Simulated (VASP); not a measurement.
# S (I4/mmm) in VASP: a series of runs

Runs on S. Level: PBE. Tasks: single point, relaxation of cell and atoms.

All numbers are computed with VASP 6.6.1; they aren't measurements. Logs are shortened: lines on timing, memory, paths and dates and some standing lists are left out, and cuts for length are marked.

### 1 The cell of the first run

Symmetry: I4/mmm, No. 139, tetragonal system. The conventional cell has a = 2.364 Å, b = 2.364 Å, c = 8.803 Å, α = 90.00°, β = 90.00°, γ = 90.00°. Within 3.1 Å of S (site symmetry 4/mmm) lie 4 S at 2.36 Å.

### 2 Single point, PBE

INCAR reads:

```
ALGO = Normal ; EDIFF = 1E-6
ENCUT = 520 ; GGA = PE
ISIF = 2 ; ISMEAR = 0
LASPH = T ; LCHARG = F
LREAL = F ; LWAVE = F
NBANDS = 9 ; NELM = 100
PREC = Accurate ; SIGMA = 0.1
```

KPOINTS reads:

```
k-points
0
Gamma
  32 32 32
```

POSCAR reads:

```
S
1.0
   -1.1818383510      1.1818383510      4.4015730313
    1.1818383510     -1.1818383510      4.4015730313
    1.1818383510      1.1818383510     -4.4015730313
S
1
Direct
    0.0000000000      0.0000000000      0.0000000000
```

Potentials or basis: VASP PAW PBE potentials, release 64 (S).

Run with:

```bash
> cat potpaw_PBE.64/S/POTCAR > POTCAR
> mpirun -np 1 vasp_std > vasp.out
```

OUTCAR:

```text
EDIFF = 1E-6
   ENCUT = 520
   GGA = PE
   ISIF = 2
   ISMEAR = 0
   LASPH = T
   LREAL = F
   NELM = 100
   PREC = Accurate

 ion  position               nearest neighbor table
   1  0.000  0.000  0.000-

  LATTYP: Found a body centered tetragonal cell.
 ALAT       =     2.3636767020
 C/A-ratio  =     3.7243443890

  Lattice vectors:

 A1 = (  -1.1818383510,   1.1818383510,   4.4015730313)
 A2 = (   1.1818383510,  -1.1818383510,   4.4015730313)
 A3 = (   1.1818383510,   1.1818383510,  -4.4015730313)

Analysis of symmetry for initial positions (statically):
=====================================================================
 Subroutine PRICEL returns:
 Original cell was already a primitive cell.

 Routine SETGRP: Setting up the symmetry group for a
 body centered tetragonal supercell.

 Subroutine GETGRP returns: Found 16 space group operations
 (whereof 16 operations were pure point group operations)
 out of a pool of 16 trial point group operations.

The static configuration has the point symmetry D_4h.

Analysis of symmetry for dynamics (positions and initial velocities):
=====================================================================
 Subroutine PRICEL returns:
 Original cell was already a primitive cell.

 Routine SETGRP: Setting up the symmetry group for a
 body centered tetragonal supercell.

 Subroutine GETGRP returns: Found 16 space group operations
 (whereof 16 operations were pure point group operations)
 out of a pool of 16 trial point group operations.

The dynamic configuration has the point symmetry D_4h.

 Subroutine INISYM returns: Found 16 space group operations
 (whereof 16 operations are pure point group operations),
 and found     1 'primitive' translations

----------------------------------------------------------------------------------------

                                     Primitive cell

  volume of cell :      24.5914

  direct lattice vectors                    reciprocal lattice vectors
    -1.181838351  1.181838351  4.401573031     0.000000000  0.423069703  0.113595752
     1.181838351 -1.181838351  4.401573031     0.423069703  0.000000000  0.113595752
     1.181838351  1.181838351 -4.401573031     0.423069703  0.423069703  0.000000000

  length of vectors
     4.708219295  4.708219295  4.708219295     0.438054755  0.438054755  0.598310912

  position of ions in fractional coordinates (direct lattice)
     0.000000000  0.000000000  0.000000000
[... 78 lines left out ...]
   EDIFFG = 0.1E-04   stopping-criterion for IOM
   NSW    =      0    number of steps for IOM
   IBRION =     -1    ionic relax: 0-MD 1-quasi-New 2-CG
   NFREE  =      0    steps in history (QN), initial steepest desc. (CG)
   ISIF   =      2    stress and relaxation
   ISYM   =      2    0-nonsym 1-usesym 2-fastsym
   POTIM  = 0.5000    time-step for ionic-motion
   TEBEG  =    0.0;   TEEND  =   0.0 temperature during run
   PSTRESS=    0.0 pullay stress
   NELECT =       6.0000    total number of electrons
   NUPDOWN=      -1.0000    fix difference up-down
   EMIN   =  10.00;   EMAX   =-10.00  energy-range for DOS
   EFERMI =   0.00;   METHOD = LEGACY
   ISMEAR =     0;   SIGMA  =   0.10  broadening in eV -4-tet -1-fermi 0-gaus
   EFERMI_NEDOS =   21; number of points for ismear=-14 and -15
   IALGO  =     38    algorithm
   IMIX   =      4    mixing-type and parameters
     AMIX     =   0.40;   BMIX     =  1.00
     AMIX_MAG =   1.60;   BMIX_MAG =  1.00
  volume/ion in A,a.u.               =      24.59       165.95
  Fermi-wavevector in a.u.,A,eV,Ry     =   1.022972  1.933137 14.238122  1.046472
  Thomas-Fermi vector in A             =   2.156681
   LORBIT       =      0    0 simple, 1 ext, 2 COOP (PROOUT), +10 PAW based schemes
   GGA     = PE    functional components
   LHFCALC =     F    Hartree Fock is set to
   AEXX    =    0.0000 exact exchange contribution
   IVDW    =     0    specifies the selected vdW correction
   LEPSILON=     F    determine dielectric tensor
   LRPA    =     F    only Hartree local field effects (RPA)
 non-spin polarized calculation
 Gauss-broadening in eV      SIGMA  =   0.10
  energy-cutoff  :      520.00
  volume of cell :       24.59
 maximum number of plane-waves:       677
   NGX = 17   NGY = 17   NGZ = 17

 number of electron       6.0000001 magnetization

 Free energy of the ion-electron system (eV)
  ---------------------------------------------------
  ext. energy  EPLUGINS =         0.00000000
  ---------------------------------------------------
  free energy    TOTEN  =        -3.64793821 eV

  energy without entropy =       -3.64609998  energy(sigma->0) =       -3.64701909

 E-fermi :   2.7162     XC(G=0):  -8.3029

 val. band max:        2.7133190722   @ k =   0.4688   0.2187   0.0625
 cond. band min:       2.7188859371   @ k =  -0.4375   0.4375   0.1250
 fundamental gap:      0.0055668649
 Fermi energy:         2.7162296716

 k-point     1 :       0.0000    0.0000    0.0000
  band No.  band energies     occupation
      1     -13.9126      2.00000
      2      -1.7158      2.00000
      3       6.3516      0.00000
      4       7.3561      0.00000
      5       7.3561      0.00000
      6      11.5994      0.00000
      7      16.5567      0.00000
      8      20.8266      0.00000
      9      22.2437      0.00000
[... 265 lines left out ...]
 k-point    24 :       0.2188    0.0312    0.0000
  band No.  band energies     occupation
      1     -12.7897      2.00000
      2      -0.8446      2.00000
      3       1.2023      2.00000
      4       7.8024      0.00000
      5       8.0444      0.00000
      6      14.5047      0.00000
      7      15.0799      0.00000
      8      20.2622      0.00000
      9      22.2479      0.00000

 [... further k-points ...]

------------------------ aborting loop because EDIFF is reached ----------------------------------------

  FORCE on cell =-STRESS in cart. coord.  units (eV):
  Direction    XX          YY          ZZ          XY          YZ          ZX
  --------------------------------------------------------------------------------------
  -------------------------------------------------------------------------------------
  Total       -0.0387060     -0.0387060     -0.0040553      0.0000000     -0.0000000      0.0000000
  in kB       -2.5217644     -2.5217644     -0.2642091      0.0000000     -0.0000000      0.0000000
  external PRESSURE =      -1.7692460 kB  Pullay stress =       0.0000000 kB

 VOLUME and BASIS-vectors are now :
 -----------------------------------------------------------------------------
  energy-cutoff  :      520.00
  volume of cell :       24.59
      direct lattice vectors                 reciprocal lattice vectors
    -1.181838351  1.181838351  4.401573031     0.000000000  0.423069703  0.113595752
     1.181838351 -1.181838351  4.401573031     0.423069703  0.000000000  0.113595752
     1.181838351  1.181838351 -4.401573031     0.423069703  0.423069703  0.000000000

 POSITION                                       TOTAL-FORCE (eV/Angst)
 -----------------------------------------------------------------------------------
      0.00000      0.00000      0.00000        -0.000000     -0.000000      0.000000
 -----------------------------------------------------------------------------------
    total drift:                               -0.000000      0.000000      0.000000

  FREE ENERGIE OF THE ION-ELECTRON SYSTEM (eV)
  ---------------------------------------------------
  free  energy   TOTEN  =        -3.6479382060 eV

  energy  without entropy=       -3.6460999824  energy(sigma->0) =       -3.64701909
```

Wall time 5.6 min (1 thread of Intel Xeon 6975P-C (Granite Rapids), shared host); peak memory 0.57 GiB.

What came out:

- Free energy: -3.6479 eV
- Pressure: -0.2 GPa
- Band gap on the k mesh: zero (band 3 reaches 7.35 eV, above the bottom of band 4 at 1.44 eV)

Stress tensor (GPa, compression positive):
```
-0.25  0.00  0.00
 0.00 -0.25  0.00
 0.00  0.00 -0.03
```

Levels at points of the mesh, in eV from the Fermi level:
```csv
k point,band 1,band 2,band 3,band 4,band 5,band 6
"(0.00, 0.00, 0.00)",-16.63,-4.43,3.64,4.64,4.64,8.88
"(0.50, 0.00, 0.00)",-12.43,-7.98,-1.40,5.57,6.87,11.01
"(0.50, 0.50, 0.00)",-7.82,-5.01,-4.98,1.52,3.66,9.41
"(0.50, 0.50, 0.50)",-16.58,-5.14,4.63,4.63,8.25,8.86
```

### 3 Relaxation of cell and atoms, PBE

This run uses another cell than the first one, of 23.20 Å³/atom, 0.943 times its volume.

INCAR reads:

```
SYSTEM = S
ALGO = Normal
EDIFF = 1E-7
EDIFFG = -0.01
ENCUT = 600
GGA = PE
IBRION = 2
ISIF = 3
ISMEAR = 0
LASPH = .True.
LCHARG = .False.
LREAL = .False.
LWAVE = .False.
NELM = 100
NSW = 100
PREC = Accurate
SIGMA = 0.1
```

KPOINTS reads:

```
k-points
0
Gamma
  32 32 32
  0 0 0
```

POSCAR reads:

```
S
1.0
   -1.1800747873      1.1800747873      4.1647734220
    1.1800747873     -1.1800747873      4.1647734220
    1.1800747873      1.1800747873     -4.1647734220
S
1
Direct
    0.0000000000      0.0000000000      0.0000000000
```

Potentials or basis: VASP PAW PBE potentials, release 64 (S).

Run with:

```bash
> cat potpaw_PBE.64/S/POTCAR > POTCAR
> mpirun -np 1 vasp_std > vasp.out
```

Run time: 39 min. Hardware: 1 thread of Intel Xeon Platinum 8488C (Sapphire Rapids), shared host; peak memory 0.58 GiB.

It converged, with:

- Free energy: -3.6478 eV
- Relaxed volume: 23.95 Å³/atom
- Relaxed cell: a = 4.610 Å, b = 4.610 Å, c = 4.610 Å, α = 150.33°, β = 150.33°, γ = 42.46°
- Space group after relaxing (to 0.05 Å): I4/mmm (No. 139)
- Energy gained by relaxing: 0.4 meV/atom
- Ionic steps: 7
- Pressure after relaxing: 0.1 GPa
- Band gap on the k mesh: zero (band 3 reaches 7.60 eV, above the bottom of band 4 at 1.65 eV)

Step by step:
| step | energy change (eV) | largest force (eV/Å) | pressure (GPa) | volume (Å³) |
| --- | --- | --- | --- | --- |
| 1 | 0.0000 | 0.0000 | 0.13 | 23.20 |
| 2 | 0.0000 | 0.0000 | -0.03 | 23.26 |
| 3 | 0.0000 | 0.0000 | 0.00 | 23.25 |
| 4 | 0.0000 | 0.0000 | 0.00 | 23.28 |
| 5 | -0.0001 | 0.0000 | 0.01 | 23.38 |
| 6 | -0.0002 | 0.0000 | 0.02 | 23.57 |
| 7 | -0.0004 | 0.0000 | 0.06 | 23.95 |

Final structure:
```
CELL_PARAMETERS angstrom
-1.18039 1.18039 4.29672
1.18039 -1.18039 4.29672
1.18039 1.18039 -4.29672
ATOMIC_POSITIONS crystal
S 0.00000 0.00000 0.00000
```

Levels at points of the mesh, in eV from the Fermi level:
| k point | band 1 | band 2 | band 3 | band 4 | band 5 | band 6 | band 7 |
| --- | --- | --- | --- | --- | --- | --- | --- |
| (0.00, 0.00, 0.00) | -16.67 | -4.40 | 3.64 | 4.66 | 4.66 | 8.88 | 13.95 |
| (0.50, 0.00, 0.00) | -12.44 | -8.02 | -1.41 | 5.54 | 6.91 | 11.13 | 12.19 |
| (0.50, 0.50, 0.00) | -7.81 | -5.03 | -5.00 | 1.53 | 3.63 | 9.35 | 10.34 |
| (0.50, 0.50, 0.50) | -16.61 | -5.22 | 4.65 | 4.65 | 8.57 | 8.85 | 9.56 |

### 4 Relaxation of cell and atoms, PBE

INCAR reads:

```
PREC = Accurate
ENCUT = 600
EDIFF = 1E-6
ISMEAR = 0
SIGMA = 0.1
LREAL = False
LASPH = True
NELM = 100
ALGO = Normal
ISIF = 3
LWAVE = False
LCHARG = False
GGA = PE
IBRION = 2
NSW = 100
EDIFFG = -0.01
```

KPOINTS reads:

```
Automatic mesh
0
Gamma
  32 32 32
```

POSCAR reads:

```
S
1.0
   -1.1818383510      1.1818383510      4.4015730313
    1.1818383510     -1.1818383510      4.4015730313
    1.1818383510      1.1818383510     -4.4015730313
S
1
Direct
    0.0000000000      0.0000000000      0.0000000000
```

Run with:

```bash
> cat potpaw_PBE.64/S/POTCAR > POTCAR
> mpirun -np 1 vasp_std > vasp.out
```

Wall time 17 min (1 thread of AMD EPYC 9R45 (Zen 5), shared host); peak memory 0.6 GiB.

It converged, with:

| Property | Result |
| --- | --- |
| Free energy | -3.6480 eV |
| Relaxed volume | 24.55 Å³/atom |
| Relaxed cell | a = 4.708 Å, b = 4.708 Å, c = 4.708 Å, α = 150.95°, β = 150.95°, γ = 41.55° |
| Space group after relaxing (to 0.05 Å) | I4/mmm (No. 139) |
| Energy gained by relaxing | 0.0 meV/atom |
| Ionic steps | 3 |
| Pressure after relaxing | 0.0 GPa |
| Band gap on the k mesh | zero (band 3 reaches 7.39 eV, above the bottom of band 4 at 1.46 eV) |

Final structure:
```
CELL_PARAMETERS angstrom
-1.18076 1.18076 4.40161
1.18076 -1.18076 4.40161
1.18076 1.18076 -4.40161
ATOMIC_POSITIONS crystal
S 0.00000 0.00000 0.00000
```

Levels at points of the mesh, in eV from the Fermi level:
| k point | band 1 | band 2 | band 3 | band 4 | band 5 | band 6 |
| --- | --- | --- | --- | --- | --- | --- |
| (0.00, 0.00, 0.00) | -16.65 | -4.45 | 3.62 | 4.66 | 4.66 | 8.88 |
| (0.50, 0.00, 0.00) | -12.44 | -8.01 | -1.41 | 5.56 | 6.90 | 11.00 |
| (0.50, 0.50, 0.00) | -7.81 | -5.02 | -5.00 | 1.53 | 3.64 | 9.41 |
| (0.50, 0.50, 0.50) | -16.61 | -5.16 | 4.64 | 4.64 | 8.24 | 8.85 |

### 5 Summary

| task | cell | cutoff (eV) | gap on the mesh (eV) | pressure (GPa) | relaxed volume (Å³/atom) |
| --- | --- | --- | --- | --- | --- |
| single point | a = 4.708 Å, angles 150.9, 150.9, 41.6°, 1 atom | 520 | none | -0.2 | - |
| relaxation of cell and atoms | relaxed from a = 4.487 Å, angles 149.5, 149.5, 43.7°, 1 atom | 600 | none | 0.1 | 23.95 |
| relaxation of cell and atoms | relaxed from a = 4.708 Å, angles 150.9, 150.9, 41.6°, 1 atom | 600 | none | 0.0 | 24.55 |

Alike in all rows: level PBE; potentials or basis VASP PAW PBE potentials, release 64 (S); no spin polarisation; k mesh 32 × 32 × 32; smearing gaussian 0.1 eV.

Absolute energies hang on the potentials; compare differences alone.
